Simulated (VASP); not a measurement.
# Mo12C in VASP: single point with LDA

Aim: the single point of Mo12C with LDA.

All numbers are computed with VASP 6.6.1; they aren't measurements. Logs are shortened: lines on timing, memory, paths and dates and some standing lists are left out, and cuts for length are marked.

## Step 1: The cell of the first run

The cell holds a slab with vacuum, 13 atoms: a = 5.389 Å, b = 5.389 Å, c = 19.741 Å, α = 90.00°, β = 90.00°, γ = 109.47°.

## Step 2: Single point, LDA

Contents of INCAR:

```
SYSTEM = Mo12C
ALGO = Normal ; DIPOL = 0.5 0.5 0.324
EDIFF = 1E-7 ; ENCUT = 520
GGA = CA ; IDIPOL = 3
ISIF = 2 ; ISMEAR = 0
LASPH = .True. ; LCHARG = .False.
LDIPOL = .True. ; LREAL = .False.
LWAVE = .False. ; NBANDS = 98
NELM = 100 ; PREC = Accurate
SIGMA = 0.1
```

Contents of KPOINTS:

```
k-points
0
Gamma
  5 5 1
  0 0 0
```

Contents of POSCAR:

```
Mo12C
1.0
    5.3887247571      0.0000000000      0.0000000000
   -1.7962415857      5.0805384236      0.0000000000
    0.0000000000      0.0000000000     19.7413781192
Mo C
12 1
Direct
    0.2500000000      0.2500000000      0.2026200996
    0.2500000000      0.7500000000      0.2026200996
    0.7500000000      0.2500000000      0.2026200996
    0.7500000000      0.7500000000      0.2026200996
    0.0000000000      0.0000000000      0.3100443415
    0.0000000000      0.5000000000      0.3100443415
    0.5000000000      0.0000000000      0.3100443415
    0.5000000000      0.5000000000      0.3100443415
    0.2500000000      0.2500000000      0.4174672138
    0.2500000000      0.7500000000      0.4174672138
    0.7500000000      0.2500000000      0.4174672138
    0.7500000000      0.7500000000      0.4174672138
    0.3333333333      0.5833333333      0.4875650823
```

Potentials or basis: VASP PAW LDA potentials, release 64 (Mo_sv, C).

Command:

```bash
$ cat potpaw_LDA.64/Mo_sv/POTCAR potpaw_LDA.64/C/POTCAR > POTCAR
$ mpirun -np 1 vasp_std > vasp.out
```

OUTCAR:

```text
SYSTEM = Mo12C
   EDIFF = 1E-7
   ENCUT = 520
   GGA = CA
   ISIF = 2
   ISMEAR = 0
   LASPH = .True.
   LREAL = .False.
   NELM = 100
   PREC = Accurate

 ion  position               nearest neighbor table
   1  0.250  0.250  0.203-   5 2.63   8 2.63   3 2.69   3 2.69   2 2.69   2 2.69   7 3.06   6 3.06
                             4 3.11   4 3.11
   2  0.250  0.750  0.203-   6 2.63   7 2.63   4 2.69   4 2.69   1 2.69   1 2.69   5 3.06   8 3.06
                             3 3.11   3 3.11
   3  0.750  0.250  0.203-   6 2.63   7 2.63   1 2.69   1 2.69   4 2.69   4 2.69   5 3.06   8 3.06
                             2 3.11   2 3.11
   4  0.750  0.750  0.203-   5 2.63   8 2.63   2 2.69   2 2.69   3 2.69   3 2.69   7 3.06   6 3.06
                             1 3.11   1 3.11
   5  0.000  0.000  0.310-   9 2.63  12 2.63   1 2.63   4 2.63   7 2.69   7 2.69   6 2.69   6 2.69
                            11 3.06  10 3.06   3 3.06   2 3.06   8 3.11   8 3.11
   6  0.000  0.500  0.310-  10 2.63  11 2.63   2 2.63   3 2.63   8 2.69   8 2.69   5 2.69   5 2.69
                             9 3.06  12 3.06   1 3.06   4 3.06   7 3.11   7 3.11
   7  0.500  0.000  0.310-  10 2.63  11 2.63   2 2.63   3 2.63   5 2.69   5 2.69   8 2.69   8 2.69
                             9 3.06  12 3.06   1 3.06   4 3.06   6 3.11   6 3.11
   8  0.500  0.500  0.310-   9 2.63  12 2.63   1 2.63   4 2.63   6 2.69   6 2.69   7 2.69   7 2.69
                            11 3.06  10 3.06   3 3.06   2 3.06   5 3.11   5 3.11
   9  0.250  0.250  0.417-  13 2.19   8 2.63   5 2.63  11 2.69  11 2.69  10 2.69  10 2.69   6 3.06
                             7 3.06  12 3.11  12 3.11
  10  0.250  0.750  0.417-  13 1.79   7 2.63   6 2.63  12 2.69  12 2.69   9 2.69   9 2.69   8 3.06
                             5 3.06  11 3.11  11 3.11
  11  0.750  0.250  0.417-   6 2.63   7 2.63   9 2.69   9 2.69  12 2.69  12 2.69   5 3.06   8 3.06
                            10 3.11  10 3.11
  12  0.750  0.750  0.417-  13 2.53   8 2.63   5 2.63  10 2.69  10 2.69  11 2.69  11 2.69   6 3.06
                             7 3.06   9 3.11   9 3.11
  13  0.333  0.583  0.488-  10 1.79   9 2.19  12 2.53

  LATTYP: Found a base centered orthorhombic cell.
 ALAT       =     6.2223633782
 B/A-ratio  =     1.4142135624
 C/A-ratio  =     3.1726495094

  Lattice vectors:

 A1 = (   5.3887247571,   0.0000000000,   0.0000000000)
 A2 = (  -1.7962415857,   5.0805384236,   0.0000000000)
 A3 = (   0.0000000000,   0.0000000000,  19.7413781192)

Analysis of symmetry for initial positions (statically):
=====================================================================
 Subroutine PRICEL returns:
 Original cell was already a primitive cell.

 Routine SETGRP: Setting up the symmetry group for a
 base centered orthorhombic supercell.

 Subroutine GETGRP returns: Found  1 space group operations
 (whereof  1 operations were pure point group operations)
 out of a pool of  8 trial point group operations.

The static configuration has the point symmetry C_1 .

Analysis of symmetry for dynamics (positions and initial velocities):
=====================================================================
[... 152 lines left out ...]
 Gauss-broadening in eV      SIGMA  =   0.10
  energy-cutoff  :      520.00
  volume of cell :      540.47
 maximum number of plane-waves:     14600
   NGX = 21   NGY = 21   NGZ = 73

 dipolmoment           0.000000      0.000000     -0.042523 electrons x Angstroem

 number of electron     171.9999997 magnetization

 dipolmoment           0.000000      0.000000      0.124015 electrons x Angstroem

 Free energy of the ion-electron system (eV)
  ---------------------------------------------------
  ext. energy  EPLUGINS =         0.00000000
  ---------------------------------------------------
  free energy    TOTEN  =      -142.77734877 eV

  energy without entropy =     -142.70453053  energy(sigma->0) =     -142.74093965

 E-fermi :   1.0189     XC(G=0):  -5.8168

 val. band max:        1.0055853626   @ k =   0.0000   0.4000   0.0000
 cond. band min:       1.0209679795   @ k =   0.2000   0.0000   0.0000
 fundamental gap:      0.0153826169
 Fermi energy:         1.0189299172

 k-point     1 :       0.0000    0.0000    0.0000
  band No.  band energies     occupation
      1     -59.8752      2.00000
      2     -59.6520      2.00000
      3     -59.6273      2.00000
      4     -59.6152      2.00000
      5     -59.5725      2.00000
      6     -59.5421      2.00000
[... 1302 lines left out ...]
     97       1.9544      0.00000
     98       1.9834      0.00000

------------------------ aborting loop because EDIFF is reached ----------------------------------------

 vacuum level on the upper side and lower side of the slab       (xc-potential included)         0.381        -0.441

  FORCE on cell =-STRESS in cart. coord.  units (eV):
  Direction    XX          YY          ZZ          XY          YZ          ZX
  --------------------------------------------------------------------------------------
  -------------------------------------------------------------------------------------
  Total       -8.2091191     -6.5564165      4.5227176     -2.3366200     -3.5045269      3.2519964
  in kB      -24.3351446    -19.4358667     13.4071617     -6.9266855    -10.3888332      9.6402307
  external PRESSURE =     -10.1212832 kB  Pullay stress =       0.0000000 kB

 VOLUME and BASIS-vectors are now :
 -----------------------------------------------------------------------------
  energy-cutoff  :      520.00
  volume of cell :      540.47
      direct lattice vectors                 reciprocal lattice vectors
     5.388724757  0.000000000  0.000000000     0.185572662  0.065609844  0.000000000
    -1.796241586  5.080538424  0.000000000     0.000000000  0.196829532  0.000000000
     0.000000000  0.000000000 19.741378119     0.000000000  0.000000000  0.050655025

 POSITION                                       TOTAL-FORCE (eV/Angst)
 -----------------------------------------------------------------------------------
      0.89812      1.27013      4.00000         0.038572     -0.035681     -0.169784
      0.00000      3.81040      4.00000        -0.083399      0.021781     -0.164985
      3.59248      1.27013      4.00000        -0.080346     -0.009157      0.153902
      2.69436      3.81040      4.00000         0.027541      0.107268     -0.051231
      0.00000      0.00000      6.12070        -0.039412     -0.193949     -0.263777
     -0.89812      2.54027      6.12070        -0.232182     -0.468054     -0.634313
      2.69436      0.00000      6.12070         0.303788      0.389022     -0.615495
      1.79624      2.54027      6.12070         0.010264      0.124736     -0.117110
      0.89812      1.27013      8.24138        -0.261384      0.749858      1.682455
      0.00000      3.81040      8.24138        -1.130957      1.823707     -0.523707
      3.59248      1.27013      8.24138        -0.318397      0.122661     -0.263461
      2.69436      3.81040      8.24138        -0.350337     -0.130176      0.841143
      0.74843      2.96365      9.62521         2.116249     -2.502016      0.126362
 -----------------------------------------------------------------------------------
    total drift:                                0.000000     -0.000026      0.000379

  FREE ENERGIE OF THE ION-ELECTRON SYSTEM (eV)
  ---------------------------------------------------
  free  energy   TOTEN  =      -142.7773487673 eV

  energy  without entropy=     -142.7045305260  energy(sigma->0) =     -142.74093965

 vacuum level on the upper side and lower side of the slab         6.768         5.931
```

It took 24 min on 1 thread of Intel Xeon 6975P-C (Granite Rapids), shared host; peak memory 0.72 GiB.

Results:

| Quantity | Value |
| --- | --- |
| Free energy | -142.7773 eV |
| Largest force | 3.279 eV/Å |
| Band gap on the k mesh | zero (bands 86 and 87 overlap by 1.64 eV) |

Forces on the atoms (eV/Å):
```
Mo   0.039 -0.036 -0.170
Mo  -0.083  0.022 -0.165
Mo  -0.080 -0.009  0.154
Mo   0.028  0.107 -0.051
Mo  -0.039 -0.194 -0.264
Mo  -0.232 -0.468 -0.634
Mo   0.304  0.389 -0.615
Mo   0.010  0.125 -0.117
Mo  -0.261  0.750  1.682
Mo  -1.131  1.824 -0.524
Mo  -0.318  0.123 -0.263
Mo  -0.350 -0.130  0.841
C    2.116 -2.502  0.126
```
